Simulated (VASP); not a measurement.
# GdO in VASP: further runs, part 2 of 4

VASP 6.6.1. The steps go on from the part before.

## 4. Single point, r2SCAN, collinear spin, antiferromagnetic start

This run uses another cell than the first one: it holds 4 atoms, not 2.

POSCAR reads:

```
GdO
1.0
    2.9944849749      0.0000000000      2.9944849749
    0.0000000000      2.9944849749      2.9944849749
    0.0000000000      0.0000000000      5.9889699498
Gd O
2 2
Direct
    0.0000000000      0.0000000000      0.0000000000
    0.0000000000      0.0000000000      0.5000000000
    0.5000000000      0.5000000000      0.7500000000
    0.5000000000      0.5000000000      0.2500000000
```

INCAR.step1 reads:

```
PREC     = Accurate       # precision mode
ENCUT    = 520            # plane-wave cutoff, eV
ISMEAR   = 0              # smearing method
SIGMA    = 0.05           # smearing width, eV
LREAL    = False          # projectors in reciprocal space
LASPH    = True           # aspherical terms in the spheres
NELM     = 150            # most SCF steps
ISPIN    = 2              # spin polarisation
MAGMOM   = 7 -7 0 0       # initial moments
LMAXMIX  = 6              # l up to which the mixer works
NBANDS   = 36             # bands
GGA      = PE             # functional
ALGO     = Normal         # electronic algorithm
EDIFF    = 1E-4           # SCF threshold, eV
LWAVE    = True           # write WAVECAR
LCHARG   = False          # write CHGCAR
```

INCAR.step2 reads:

```
PREC     = Accurate       # precision mode
ENCUT    = 520            # plane-wave cutoff, eV
EDIFF    = 1E-6           # SCF threshold, eV
ISMEAR   = 0              # smearing method
SIGMA    = 0.05           # smearing width, eV
LREAL    = False          # projectors in reciprocal space
LASPH    = True           # aspherical terms in the spheres
NELM     = 150            # most SCF steps
ALGO     = Normal         # electronic algorithm
ISIF     = 2              # what is computed and relaxed
LWAVE    = False          # write WAVECAR
LCHARG   = True           # write CHGCAR
ISPIN    = 2              # spin polarisation
MAGMOM   = 7 -7 0 0       # initial moments
LORBIT   = 11             # projections on sites
LMAXMIX  = 6              # l up to which the mixer works
METAGGA  = R2SCAN         # meta-GGA
LMIXTAU  = True         
LELF     = True           # ELF
LVHAR    = True         
NBANDS   = 36             # bands
ISTART   = 1
```

KPOINTS reads:

```
Automatic mesh
0
Gamma
  12 12 6
```

Potentials or basis: VASP PAW PBE potentials, release 64 (Gd, O).

Launch:

```bash
$ cat potpaw_PBE.64/Gd/POTCAR potpaw_PBE.64/O/POTCAR > POTCAR
$ cp INCAR.step1 INCAR
$ mpirun -np 1 vasp_std > vasp.out
$ cp INCAR.step2 INCAR
$ mpirun -np 1 vasp_std > vasp.out
```

OUTCAR:

```text
PREC = Accurate
   ENCUT = 520
   EDIFF = 1E-6
   ISMEAR = 0
   LREAL = False
   LASPH = True
   NELM = 150
   ISIF = 2
   ISPIN = 2
   LORBIT = 11
   METAGGA = R2SCAN
   ISTART = 1

 ion  position               nearest neighbor table
   1  0.000  0.000  0.000-   3 2.59   4 2.59   3 2.59   4 2.59   3 2.59   4 2.59   3 2.59   4 2.59
                             2 2.99   2 2.99   2 2.99   2 2.99   2 2.99   2 2.99
   2  0.000  0.000  0.500-   4 2.59   3 2.59   3 2.59   4 2.59   3 2.59   4 2.59   4 2.59   3 2.59
                             1 2.99   1 2.99   1 2.99   1 2.99   1 2.99   1 2.99
   3  0.500  0.500  0.750-   2 2.59   1 2.59   1 2.59   2 2.59   1 2.59   2 2.59   2 2.59   1 2.59

   4  0.500  0.500  0.250-   1 2.59   2 2.59   1 2.59   2 2.59   1 2.59   2 2.59   1 2.59   2 2.59

  LATTYP: Found a face centered cubic cell.
 ALAT       =     5.9889699498

  Lattice vectors:

 A1 = (   2.9944849749,  -2.9944849749,   0.0000000000)
 A2 = (   2.9944849749,   0.0000000000,   2.9944849749)
 A3 = (   0.0000000000,  -2.9944849749,   2.9944849749)

Analysis of symmetry for initial positions (statically):
=====================================================================
 Subroutine PRICEL returns following result:

  LATTYP: Found a simple cubic cell.
 ALAT       =     2.9944849749
[... 12 lines left out ...]
 Subroutine GETGRP returns: Found 48 space group operations
 (whereof 48 operations were pure point group operations)
 out of a pool of 48 trial point group operations.

The static configuration has the point symmetry O_h .

Analysis of symmetry for dynamics (positions and initial velocities):
=====================================================================
 Subroutine PRICEL returns following result:

  LATTYP: Found a simple cubic cell.
 ALAT       =     2.9944849749
[... 12 lines left out ...]
 Subroutine GETGRP returns: Found 48 space group operations
 (whereof 48 operations were pure point group operations)
 out of a pool of 48 trial point group operations.

The dynamic configuration has the point symmetry O_h .

Analysis of structural, dynamic, and magnetic symmetry:
=====================================================================
 Subroutine PRICEL returns following result:

  LATTYP: Found a simple cubic cell.
 ALAT       =     2.9944849749
[... 12 lines left out ...]
 Subroutine GETGRP returns: Found 48 space group operations
 (whereof 48 operations were pure point group operations)
 out of a pool of 48 trial point group operations.

The overall configuration has the point symmetry O_h .

 Subroutine INISYM returns: Found 48 space group operations
 (whereof 48 operations are pure point group operations),
 and found     2 'primitive' translations

----------------------------------------------------------------------------------------

                                     Primitive cell

  volume of cell :      26.8514

  direct lattice vectors                    reciprocal lattice vectors
     0.000000000 -2.994484975  0.000000000     0.000000000 -0.333947242  0.000000000
     2.994484975  0.000000000  0.000000000     0.333947242  0.000000000  0.000000000
     0.000000000  0.000000000  2.994484975     0.000000000  0.000000000  0.333947242

  length of vectors
     2.994484975  2.994484975  2.994484975     0.333947242  0.333947242  0.333947242
[... 78 lines left out ...]
   LASPH  =      T    aspherical Exc in radial PAW
   ENCUT  =  520.0 eV  38.22 Ry    6.18 a.u.   7.87  7.87 11.14*2*pi/ulx,y,z
   NELM   =    150;   NELMIN=  2; NELMDL=  0     # of ELM steps
   EDIFF  = 0.1E-05   stopping-criterion for ELM
   LREAL  =      F    real-space projection
   EDIFFG = 0.1E-04   stopping-criterion for IOM
   NSW    =      0    number of steps for IOM
   IBRION =     -1    ionic relax: 0-MD 1-quasi-New 2-CG
   NFREE  =      0    steps in history (QN), initial steepest desc. (CG)
   ISIF   =      2    stress and relaxation
   ISYM   =      2    0-nonsym 1-usesym 2-fastsym
   POTIM  = 0.5000    time-step for ionic-motion
   TEBEG  =    0.0;   TEEND  =   0.0 temperature during run
   PSTRESS=    0.0 pullay stress
   NELECT =      48.0000    total number of electrons
   NUPDOWN=      -1.0000    fix difference up-down
   EMIN   =  10.00;   EMAX   =-10.00  energy-range for DOS
   EFERMI =   0.00;   METHOD = LEGACY
   ISMEAR =     0;   SIGMA  =   0.05  broadening in eV -4-tet -1-fermi 0-gaus
   EFERMI_NEDOS =   21; number of points for ismear=-14 and -15
   IALGO  =     38    algorithm
   IMIX   =      4    mixing-type and parameters
     AMIX     =   0.40;   BMIX     =  1.00
     AMIX_MAG =   1.60;   BMIX_MAG =  1.00
  volume/ion in A,a.u.               =      13.43        90.60
  Fermi-wavevector in a.u.,A,eV,Ry     =   1.576969  2.980039 33.835385  2.486831
  Thomas-Fermi vector in A             =   2.677722
   LORBIT       =     11    0 simple, 1 ext, 2 COOP (PROOUT), +10 PAW based schemes
   METAGGA = R2SCAN    functional components
   LHFCALC =     F    Hartree Fock is set to
   AEXX    =    0.0000 exact exchange contribution
   IVDW    =     0    specifies the selected vdW correction
   LEPSILON=     F    determine dielectric tensor
   LRPA    =     F    only Hartree local field effects (RPA)
 spin polarized calculation
 Gauss-broadening in eV      SIGMA  =   0.05
  energy-cutoff  :      520.00
  volume of cell :       53.70
 maximum number of plane-waves:      1464
 NGX is ok and might be reduce to    32

 number of electron      47.9999999 magnetization       0.0000000

 number of electron      47.9999999 magnetization      -0.0000000

 Free energy of the ion-electron system (eV)
  ---------------------------------------------------
  ext. energy  EPLUGINS =         0.00000000
  ---------------------------------------------------
  free energy    TOTEN  =      -103.61081005 eV

  energy without entropy =     -103.60844436  energy(sigma->0) =     -103.60962720

 E-fermi :   6.8750     XC(G=0): -13.0789

 val. band max:        6.8687477059   @ k =   0.5000   0.2500   0.0000
 cond. band min:       6.9043546570   @ k =   0.4167   0.0000   0.3333
 fundamental gap:      0.0356069512
 Fermi energy:         6.8749783077

 spin component 1

 k-point     1 :       0.0000    0.0000    0.0000
  band No.  band energies     occupation
      1     -40.6678      1.00000
      2     -36.8600      1.00000
      3     -17.6205      1.00000
      4     -17.6204      1.00000
      5     -17.6204      1.00000
      6     -14.7238      1.00000
[... 925 lines left out ...]
     35      10.8724      0.00000
     36      10.9818      0.00000

 [... further k-points ...]

 spin component 2

 k-point     1 :       0.0000    0.0000    0.0000
  band No.  band energies     occupation
      1     -40.6678      1.00000
      2     -36.8600      1.00000
      3     -17.6205      1.00000
      4     -17.6204      1.00000
      5     -17.6204      1.00000
      6     -14.7238      1.00000
[... 925 lines left out ...]
     35      10.8724      0.00000
     36      10.9819      0.00000

 [... further k-points ...]
[... 5 lines left out ...]
  --------------------------------------------------------------------------------------
  -------------------------------------------------------------------------------------
  Total       -0.3855581     -0.3855581     -0.3855581      0.0000000      0.0000000     -0.0000000
  in kB      -11.5028105    -11.5028105    -11.5028105      0.0000000      0.0000000     -0.0000000
  external PRESSURE =     -11.5028105 kB  Pullay stress =       0.0000000 kB

 VOLUME and BASIS-vectors are now :
 -----------------------------------------------------------------------------
  energy-cutoff  :      520.00
  volume of cell :       53.70
      direct lattice vectors                 reciprocal lattice vectors
     2.994484975  0.000000000  2.994484975     0.333947242  0.000000000  0.000000000
     0.000000000  2.994484975  2.994484975     0.000000000  0.333947242  0.000000000
     0.000000000  0.000000000  5.988969950    -0.166973621 -0.166973621  0.166973621

 POSITION                                       TOTAL-FORCE (eV/Angst)
 -----------------------------------------------------------------------------------
      0.00000      0.00000      0.00000         0.000000     -0.000000     -0.000000
      0.00000      0.00000      2.99448        -0.000000      0.000000     -0.000000
      1.49724      1.49724      7.48621        -0.000000     -0.000000     -0.000000
      1.49724      1.49724      4.49173         0.000000     -0.000000      0.000000
 -----------------------------------------------------------------------------------
    total drift:                                0.000000      0.000000      0.000000

  FREE ENERGIE OF THE ION-ELECTRON SYSTEM (eV)
  ---------------------------------------------------
  free  energy   TOTEN  =      -103.6108100506 eV

  energy  without entropy=     -103.6084443555  energy(sigma->0) =     -103.60962720

 total charge

# of ion       s       p       d       f       tot
--------------------------------------------------
    1        2.019   5.615   0.772   7.015  15.422
    2        2.019   5.615   0.772   7.015  15.422
    3        1.554   3.447   0.000   0.000   5.002
    4        1.554   3.447   0.000   0.000   5.002
--------------------------------------------------
tot          7.147  18.125   1.544  14.031  40.846

 magnetization (x)

# of ion       s       p       d       f       tot
--------------------------------------------------
    1       -0.015  -0.136   0.130   6.817   6.796
    2        0.015   0.136  -0.130  -6.817  -6.796
    3        0.000   0.000   0.000   0.000   0.000
    4        0.000   0.000   0.000   0.000   0.000
--------------------------------------------------
tot          0.000   0.000   0.000   0.000   0.000
```

It took 17 min on 1 thread of Intel Xeon Platinum 8375C at 2.90GHz (Ice Lake), shared host; peak memory 0.36 GiB.

What came out:

```yaml
Free_energy: -103.6108 eV
Pressure: -1.2 GPa
Band_gap_on_the_k_mesh: zero (filled and empty bands overlap)
Net_moment: 0.00 μB per cell
Site_moments: Gd +6.80, -6.80; O +0.00 μB
Valence_electrons_inside_the_program's_atomic_spheres: Gd 15.42; O 5.00
```

Caveat: the PAW data sets were made with another functional, which shifts forces and pressure a little; spin-orbit coupling is left out, which moves the levels of the heavy elements; semilocal functionals describe open f shells poorly, which spoils levels, moments and volumes.

(Part 2 of 4 ends here.)
